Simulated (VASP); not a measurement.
# V3NiMo (Pm-3m) in VASP: notebook

V3NiMo is run at these levels: PBE; tasks: single point, relaxation of cell and atoms.

Everything below comes from runs of VASP 6.6.1. Logs are shortened: lines on timing, memory, paths and dates and some standing lists are left out, and cuts for length are marked.

## 1. The cell of the first run

The structure is cubic, space group Pm-3m (No. 221). Conventional cell: a = 4.456 Å, b = 4.456 Å, c = 4.456 Å, α = 90.00°, β = 90.00°, γ = 90.00°. V (site symmetry 4/mmm) has 2 Mo at 2.23 Å within 2.9 Å. Within 4.1 Å of Ni (site symmetry m-3m) lie 12 V at 3.15 Å and 8 Mo at 3.86 Å. Mo (site symmetry m-3m) has 6 V at 2.23 Å within 2.9 Å.

## 2. Single point, PBE

INCAR

```
SYSTEM = V3NiMo
ALGO     = Fast           ! electronic algorithm
EDIFF    = 1E-7           ! SCF threshold, eV
ENCUT    = 520            ! plane-wave cutoff, eV
GGA      = PE             ! functional
ISIF     = 2              ! what is computed and relaxed
ISMEAR   = 0              ! smearing method
LASPH    = .True.         ! aspherical terms in the spheres
LCHARG   = .True.         ! write CHGCAR
LELF     = .True.         ! ELF
LREAL    = .False.        ! projectors in reciprocal space
LVHAR    = .True.       
LWAVE    = .False.        ! write WAVECAR
NBANDS   = 40             ! bands
NELM     = 80             ! most SCF steps
PREC     = Accurate       ! precision mode
SIGMA    = 0.1            ! smearing width, eV
```

KPOINTS

```
k-points
0
Gamma
  8 8 8
  0 0 0
```

POSCAR

```
V3NiMo
1.0
    4.4558067075      0.0000000000      0.0000000000
    0.0000000000      4.4558067075      0.0000000000
    0.0000000000      0.0000000000      4.4558067075
V Ni Mo
3 1 1
Direct
    0.0000000000      0.5000000000      0.5000000000
    0.5000000000      0.0000000000      0.5000000000
    0.5000000000      0.5000000000      0.0000000000
    0.0000000000      0.0000000000      0.0000000000
    0.5000000000      0.5000000000      0.5000000000
```

Potentials or basis: VASP PAW PBE potentials, release 64 (V_sv, Ni, Mo_sv).

Command:

```
$ cat potpaw_PBE.64/V_sv/POTCAR potpaw_PBE.64/Ni/POTCAR potpaw_PBE.64/Mo_sv/POTCAR > POTCAR
$ mpirun -np 1 vasp_std > vasp.out
```

OUTCAR:

```text
SYSTEM = V3NiMo
   EDIFF = 1E-7
   ENCUT = 520
   GGA = PE
   ISIF = 2
   ISMEAR = 0
   LASPH = .True.
   LREAL = .False.
   NELM = 80
   PREC = Accurate

 ion  position               nearest neighbor table
   1  0.000  0.500  0.500-   5 2.23   5 2.23
   2  0.500  0.000  0.500-   5 2.23   5 2.23
   3  0.500  0.500  0.000-   5 2.23   5 2.23
   4  0.000  0.000  0.000-
   5  0.500  0.500  0.500-   1 2.23   2 2.23   3 2.23   3 2.23   2 2.23   1 2.23

  LATTYP: Found a simple cubic cell.
 ALAT       =     4.4558067075

  Lattice vectors:

 A1 = (   4.4558067075,   0.0000000000,   0.0000000000)
 A2 = (   0.0000000000,   4.4558067075,   0.0000000000)
 A3 = (   0.0000000000,   0.0000000000,   4.4558067075)

Analysis of symmetry for initial positions (statically):
=====================================================================
 Subroutine PRICEL returns:
 Original cell was already a primitive cell.

 Routine SETGRP: Setting up the symmetry group for a
 simple cubic supercell.

 Subroutine GETGRP returns: Found 48 space group operations
 (whereof 48 operations were pure point group operations)
 out of a pool of 48 trial point group operations.

The static configuration has the point symmetry O_h .

Analysis of symmetry for dynamics (positions and initial velocities):
=====================================================================
 Subroutine PRICEL returns:
 Original cell was already a primitive cell.

 Routine SETGRP: Setting up the symmetry group for a
 simple cubic supercell.

 Subroutine GETGRP returns: Found 48 space group operations
 (whereof 48 operations were pure point group operations)
 out of a pool of 48 trial point group operations.

The dynamic configuration has the point symmetry O_h .

 Subroutine INISYM returns: Found 48 space group operations
 (whereof 48 operations are pure point group operations),
 and found     1 'primitive' translations

----------------------------------------------------------------------------------------

                                     Primitive cell

  volume of cell :      88.4665

  direct lattice vectors                    reciprocal lattice vectors
     4.455806707  0.000000000  0.000000000     0.224426252  0.000000000  0.000000000
     0.000000000  4.455806707  0.000000000     0.000000000  0.224426252  0.000000000
     0.000000000  0.000000000  4.455806707     0.000000000  0.000000000  0.224426252

  length of vectors
     4.455806707  4.455806707  4.455806707     0.224426252  0.224426252  0.224426252

  position of ions in fractional coordinates (direct lattice)
     0.000000000  0.500000000  0.500000000
     0.500000000  0.000000000  0.500000000
     0.500000000  0.500000000  0.000000000
     0.000000000  0.000000000  0.000000000
     0.500000000  0.500000000  0.500000000

  ion indices of the primitive-cell ions
   primitive index   ion index
                 1           1
                 2           2
                 3           3
                 4           4
                 5           5

----------------------------------------------------------------------------------------

 KPOINTS: k-points

Automatic generation of k-mesh.
 Grid dimensions read from file:
 generate k-points for:    8    8    8

 Generating k-lattice:

  Cartesian coordinates                     Fractional coordinates (reciprocal lattice)
     0.028053282  0.000000000  0.000000000     0.125000000  0.000000000  0.000000000
     0.000000000  0.028053282  0.000000000     0.000000000  0.125000000  0.000000000
     0.000000000  0.000000000  0.028053282     0.000000000  0.000000000  0.125000000

  Length of vectors
     0.028053282  0.028053282  0.028053282

  Shift w.r.t. Gamma in fractional coordinates (k-lattice)
     0.000000000  0.000000000  0.000000000

 Subroutine IBZKPT returns following result:
 ===========================================

 Found     35 irreducible k-points:

 Following reciprocal coordinates:
            Coordinates               Weight
  0.000000  0.000000  0.000000      1.000000
  0.125000  0.000000  0.000000      6.000000
  0.250000  0.000000  0.000000      6.000000
  0.375000  0.000000  0.000000      6.000000
  0.500000  0.000000  0.000000      3.000000
  0.125000  0.125000  0.000000     12.000000
[... 16 lines left out ...]
  0.375000  0.375000  0.125000     24.000000
  0.500000  0.375000  0.125000     24.000000
 [... further k-points ...]
   k-points           NKPTS =     35   k-points in BZ     NKDIM =     35   number of bands    NBANDS=     40
   number of dos      NEDOS =    301   number of ions     NIONS =      5
   total plane-waves  NPLWV =  46656
   dimension x,y,z NGX =    36 NGY =   36 NGZ =   36
   dimension x,y,z NGXF=    72 NGYF=   72 NGZF=   72
   ions per type =               3   1   1
   NGX,Y,Z   is equivalent  to a cutoff of  13.43, 13.43, 13.43 a.u.
   NGXF,Y,Z  is equivalent  to a cutoff of  26.86, 26.86, 26.86 a.u.
 SYSTEM =  V3NiMo
   PREC   = accura    normal or accurate (medium, high low for compatibility)
   ISTART =      0    job   : 0-new  1-cont  2-samecut
   ICHARG =      2    charge: 1-file 2-atom 10-const
   ISPIN  =      1    spin polarized calculation?
   LNONCOLLINEAR =      F non collinear calculations
   LSORBIT =      F    spin-orbit coupling
   LASPH  =      T    aspherical Exc in radial PAW
   ENCUT  =  520.0 eV  38.22 Ry    6.18 a.u.   8.28  8.28  8.28*2*pi/ulx,y,z
   NELM   =     80;   NELMIN=  2; NELMDL= -5     # of ELM steps
   EDIFF  = 0.1E-06   stopping-criterion for ELM
   LREAL  =      F    real-space projection
   EDIFFG = 0.1E-05   stopping-criterion for IOM
   NSW    =      0    number of steps for IOM
   IBRION =     -1    ionic relax: 0-MD 1-quasi-New 2-CG
   NFREE  =      0    steps in history (QN), initial steepest desc. (CG)
   ISIF   =      2    stress and relaxation
   ISYM   =      2    0-nonsym 1-usesym 2-fastsym
   POTIM  = 0.5000    time-step for ionic-motion
   TEBEG  =    0.0;   TEEND  =   0.0 temperature during run
   PSTRESS=    0.0 pullay stress
   NELECT =      63.0000    total number of electrons
   NUPDOWN=      -1.0000    fix difference up-down
   EMIN   =  10.00;   EMAX   =-10.00  energy-range for DOS
   EFERMI =   0.00;   METHOD = LEGACY
   ISMEAR =     0;   SIGMA  =   0.10  broadening in eV -4-tet -1-fermi 0-gaus
   EFERMI_NEDOS =   21; number of points for ismear=-14 and -15
   IALGO  =     68    algorithm
   IMIX   =      4    mixing-type and parameters
     AMIX     =   0.40;   BMIX     =  1.00
     AMIX_MAG =   1.60;   BMIX_MAG =  1.00
  volume/ion in A,a.u.               =      17.69       119.40
  Fermi-wavevector in a.u.,A,eV,Ry     =   1.461937  2.762660 29.079187  2.137260
  Thomas-Fermi vector in A             =   2.578210
   LORBIT       =      0    0 simple, 1 ext, 2 COOP (PROOUT), +10 PAW based schemes
   GGA     = PE    functional components
   LHFCALC =     F    Hartree Fock is set to
   AEXX    =    0.0000 exact exchange contribution
   IVDW    =     0    specifies the selected vdW correction
   LEPSILON=     F    determine dielectric tensor
   LRPA    =     F    only Hartree local field effects (RPA)
 non-spin polarized calculation
 RMM-DIIS sequential band-by-band and
 Gauss-broadening in eV      SIGMA  =   0.10
  energy-cutoff  :      520.00
  volume of cell :       88.47
 maximum number of plane-waves:      2409
 NGX is ok and might be reduce to    36
   NGX = 17   NGY = 17   NGZ = 17

 number of electron      62.9999999 magnetization

 Free energy of the ion-electron system (eV)
  ---------------------------------------------------
  ext. energy  EPLUGINS =         0.00000000
  ---------------------------------------------------
  free energy    TOTEN  =       -36.09619553 eV

  energy without entropy =      -36.05067331  energy(sigma->0) =      -36.07343442

 E-fermi :   6.9758     XC(G=0): -11.3121

 val. band max:        6.9618396972   @ k =   0.5000   0.2500   0.1250
 cond. band min:       6.9829800545   @ k =   0.1250   0.0000   0.0000
 fundamental gap:      0.0211403573
 Fermi energy:         6.9758333990

 k-point     1 :       0.0000    0.0000    0.0000
  band No.  band energies     occupation
      1     -57.3336      2.00000
      2     -57.2493      2.00000
      3     -57.2493      2.00000
      4     -53.2806      2.00000
      5     -31.7623      2.00000
      6     -31.7623      2.00000
[... 32 lines left out ...]
     39       8.6668      0.00000
     40       8.6813      0.00000

 k-point     2 :       0.1250    0.0000    0.0000
  band No.  band energies     occupation
      1     -57.3302      2.00000
      2     -57.2506      2.00000
      3     -57.2493      2.00000
      4     -53.2855      2.00000
      5     -31.7599      2.00000
      6     -31.7599      2.00000
[... 32 lines left out ...]
     39       9.3510      0.00000
     40       9.3510      0.00000

 k-point     3 :       0.2500    0.0000    0.0000
  band No.  band energies     occupation
      1     -57.3212      2.00000
      2     -57.2545      2.00000
      3     -57.2493      2.00000
      4     -53.2974      2.00000
      5     -31.7540      2.00000
      6     -31.7540      2.00000
[... 32 lines left out ...]
     39      10.1326      0.00000
     40      10.1326      0.00000

 k-point     4 :       0.3750    0.0000    0.0000
  band No.  band energies     occupation
      1     -57.3109      2.00000
      2     -57.2596      2.00000
      3     -57.2493      2.00000
      4     -53.3092      2.00000
      5     -31.7480      2.00000
      6     -31.7480      2.00000
[... 32 lines left out ...]
     39       9.9123      0.00000
     40      10.5506      0.00000
[... 772 lines left out ...]
     39       8.9209      0.00000
     40       9.5420      0.00000

 k-point    23 :       0.3750    0.3750    0.1250
  band No.  band energies     occupation
      1     -57.2868      2.00000
      2     -57.2605      2.00000
      3     -57.2576      2.00000
      4     -53.3433      2.00000
      5     -31.6670      2.00000
      6     -31.3107      2.00000
[... 32 lines left out ...]
     39       8.8864      0.00000
     40       9.1642      0.00000

 k-point    24 :       0.5000    0.3750    0.1250
  band No.  band energies     occupation
      1     -57.2816      2.00000
      2     -57.2624      2.00000
      3     -57.2587      2.00000
      4     -53.3483      2.00000
      5     -31.6645      2.00000
      6     -31.3080      2.00000
[... 32 lines left out ...]
     39       8.6214      0.00000
     40       8.9525      0.00000

 [... further k-points ...]
[... 5 lines left out ...]
  --------------------------------------------------------------------------------------
  -------------------------------------------------------------------------------------
  Total        0.4793344      0.4793344      0.4793344      0.0000000      0.0000000     -0.0000000
  in kB        8.6810073      8.6810073      8.6810073      0.0000000      0.0000000     -0.0000000
  external PRESSURE =       8.6810073 kB  Pullay stress =       0.0000000 kB

 VOLUME and BASIS-vectors are now :
 -----------------------------------------------------------------------------
  energy-cutoff  :      520.00
  volume of cell :       88.47
      direct lattice vectors                 reciprocal lattice vectors
     4.455806707  0.000000000  0.000000000     0.224426252  0.000000000  0.000000000
     0.000000000  4.455806707  0.000000000     0.000000000  0.224426252  0.000000000
     0.000000000  0.000000000  4.455806707     0.000000000  0.000000000  0.224426252

 POSITION                                       TOTAL-FORCE (eV/Angst)
 -----------------------------------------------------------------------------------
      0.00000      2.22790      2.22790         0.000000      0.000000      0.000000
      2.22790      0.00000      2.22790         0.000000      0.000000      0.000000
      2.22790      2.22790      0.00000         0.000000      0.000000      0.000000
      0.00000      0.00000      0.00000         0.000000      0.000000      0.000000
      2.22790      2.22790      2.22790         0.000000      0.000000      0.000000
 -----------------------------------------------------------------------------------
    total drift:                                0.000000      0.000000      0.000000

  FREE ENERGIE OF THE ION-ELECTRON SYSTEM (eV)
  ---------------------------------------------------
  free  energy   TOTEN  =       -36.0961955326 eV

  energy  without entropy=      -36.0506733093  energy(sigma->0) =      -36.07343442
```

Run time: 4.9 min. Hardware: 1 thread of Intel Xeon Platinum 8175M at 2.50GHz (Skylake/Cascade Lake), shared host; peak memory 0.28 GiB.

What came out:

```yaml
Free_energy: -36.0962 eV
Pressure: 0.9 GPa
```

Levels at points of the mesh, in eV from the Fermi level:
```tsv
k point	band 30	band 31	band 32	band 33	band 34	band 35
(0.00, 0.00, 0.00)	0.10	1.05	1.05	1.05	1.62	1.62
(0.50, 0.00, 0.00)	-0.07	-0.07	0.39	0.48	0.48	0.75
(0.50, 0.50, 0.00)	-0.40	-0.40	-0.37	0.35	0.50	0.51
(0.50, 0.50, 0.50)	-0.25	-0.25	0.09	0.09	0.74	0.82
```

## 3. Relaxation of cell and atoms, PBE

This run uses another cell than the first one, of 17.49 Å³/atom, 0.989 times its volume.

INCAR

```
SYSTEM = V3NiMo
ALGO = Fast
EDIFF = 1E-6
EDIFFG = -0.01
ENCUT = 600
GGA = PE
IBRION = 2
ISIF = 3
ISMEAR = 0
LASPH = .True.
LCHARG = .False.
LREAL = .False.
LWAVE = .False.
NELM = 60
NSW = 100
PREC = Accurate
SIGMA = 0.1
```

KPOINTS is that of step 2.

Edit POSCAR of step 2 so:

```diff
@@ -2,5 +2,5 @@
 1.0
-    4.4558067075      0.0000000000      0.0000000000
-    0.0000000000      4.4558067075      0.0000000000
-    0.0000000000      0.0000000000      4.4558067075
+    4.4390583980      0.0000000000      0.0000000000
+    0.0000000000      4.4390583980      0.0000000000
+    0.0000000000      0.0000000000      4.4390583980
 V Ni Mo
```

Potentials or basis: VASP PAW PBE potentials, release 64 (V_sv, Ni, Mo_sv).

Command:

```
$ cat potpaw_PBE.64/V_sv/POTCAR potpaw_PBE.64/Ni/POTCAR potpaw_PBE.64/Mo_sv/POTCAR > POTCAR
$ mpirun -np 1 vasp_std > vasp.out
```

OUTCAR:

```text
SYSTEM = V3NiMo
   EDIFF = 1E-6
   EDIFFG = -0.01
   ENCUT = 600
   GGA = PE
   IBRION = 2
   ISIF = 3
   ISMEAR = 0
   LASPH = .True.
   LREAL = .False.
   NELM = 60
   NSW = 100
   PREC = Accurate

 ion  position               nearest neighbor table
   1  0.000  0.500  0.500-   5 2.22   5 2.22
   2  0.500  0.000  0.500-   5 2.22   5 2.22
   3  0.500  0.500  0.000-   5 2.22   5 2.22
   4  0.000  0.000  0.000-
   5  0.500  0.500  0.500-   1 2.22   2 2.22   3 2.22   3 2.22   2 2.22   1 2.22

  LATTYP: Found a simple cubic cell.
 ALAT       =     4.4390583980

  Lattice vectors:

 A1 = (   4.4390583980,   0.0000000000,   0.0000000000)
 A2 = (   0.0000000000,   4.4390583980,   0.0000000000)
 A3 = (   0.0000000000,   0.0000000000,   4.4390583980)

Analysis of symmetry for initial positions (statically):
[... 260 lines left out ...]
 number of electron      62.9999992 magnetization

 Free energy of the ion-electron system (eV)
  ---------------------------------------------------
  ext. energy  EPLUGINS =         0.00000000
  ---------------------------------------------------
  free energy    TOTEN  =       -36.09737139 eV

  energy without entropy =      -36.05072041  energy(sigma->0) =      -36.07404590

 E-fermi :   6.8976     XC(G=0): -11.2752

 val. band max:        6.8858272029   @ k =   0.5000   0.2500   0.1250
 cond. band min:       6.9044233612   @ k =   0.1250   0.0000   0.0000
 fundamental gap:      0.0185961584
 Fermi energy:         6.8976028783

 k-point     1 :       0.0000    0.0000    0.0000
  band No.  band energies     occupation
      1     -57.4161      2.00000
      2     -57.3356      2.00000
      3     -57.3356      2.00000
      4     -53.3549      2.00000
      5     -31.8219      2.00000
      6     -31.8219      2.00000
[... 949 lines left out ...]
     36       7.7532      0.00000
     37       7.9542      0.00000

 [... further k-points ...]
[... 5 lines left out ...]
  --------------------------------------------------------------------------------------
  -------------------------------------------------------------------------------------
  Total        0.0248593      0.0248593      0.0248593      0.0000000      0.0000000      0.0000000
  in kB        0.4468713      0.4468713      0.4468713      0.0000000      0.0000000      0.0000000
  external PRESSURE =       0.4468713 kB  Pullay stress =       0.0000000 kB
[... 20 lines left out ...]
  FREE ENERGIE OF THE ION-ELECTRON SYSTEM (eV)
  ---------------------------------------------------
  free  energy   TOTEN  =       -36.0973713876 eV

  energy  without entropy=      -36.0507204052  energy(sigma->0) =      -36.07404590

 reached required accuracy - stopping structural energy minimisation
```

CONTCAR:

```text
V3NiMo
   1.00000000000000
     4.4668964875437673    0.0000000000000000   -0.0000000000000000
     0.0000000000000000    4.4668964875437673    0.0000000000000000
    -0.0000000000000000    0.0000000000000000    4.4668964875437673
  V               Ni              Mo
     3     1     1
Direct
     0.0000000000000000    0.5000000000000000    0.5000000000000000
     0.5000000000000000    0.0000000000000000    0.5000000000000000
     0.5000000000000000    0.5000000000000000    0.0000000000000000
     0.0000000000000000    0.0000000000000000    0.0000000000000000
     0.5000000000000000    0.5000000000000000    0.5000000000000000

  0.00000000E+00  0.00000000E+00  0.00000000E+00
  0.00000000E+00  0.00000000E+00  0.00000000E+00
  0.00000000E+00  0.00000000E+00  0.00000000E+00
  0.00000000E+00  0.00000000E+00  0.00000000E+00
  0.00000000E+00  0.00000000E+00  0.00000000E+00
```

Run time: 8.5 min. Hardware: 1 thread of Intel Xeon Platinum 8175M at 2.50GHz (Skylake/Cascade Lake), shared host; peak memory 0.31 GiB.

What came out:

```
Free energy                            : -36.0974 eV
Relaxed volume                         : 17.83 Å³/atom
Relaxed cell                           : a = 4.467 Å, b = 4.467 Å, c = 4.467 Å, α = 90.00°, β = 90.00°, γ = 90.00°
Space group after relaxing (to 0.05 Å) : Pm-3m (No. 221)
Energy gained by relaxing              : 2.2 meV/atom
Ionic steps                            : 3
Pressure after relaxing                : 0.0 GPa
```

Step by step:
| step | energy change (eV) | largest force (eV/Å) | pressure (GPa) | volume (Å³) |
| --- | --- | --- | --- | --- |
| 1 | 0.0000 | 0.0000 | 2.18 | 87.47 |
| 2 | -0.0037 | 0.0000 | -1.65 | 90.53 |
| 3 | -0.0110 | 0.0000 | 0.04 | 89.13 |

Final structure:
```yaml
crystal:
  lattice:
    - [4.46690, 0.00000, 0.00000]
    - [0.00000, 4.46690, 0.00000]
    - [0.00000, 0.00000, 4.46690]
  atoms:
    - { symbol: V, position: [0.00000, 0.50000, 0.50000] }
    - { symbol: V, position: [0.50000, 0.00000, 0.50000] }
    - { symbol: V, position: [0.50000, 0.50000, 0.00000] }
    - { symbol: Ni, position: [0.00000, 0.00000, 0.00000] }
    - { symbol: Mo, position: [0.50000, 0.50000, 0.50000] }
```
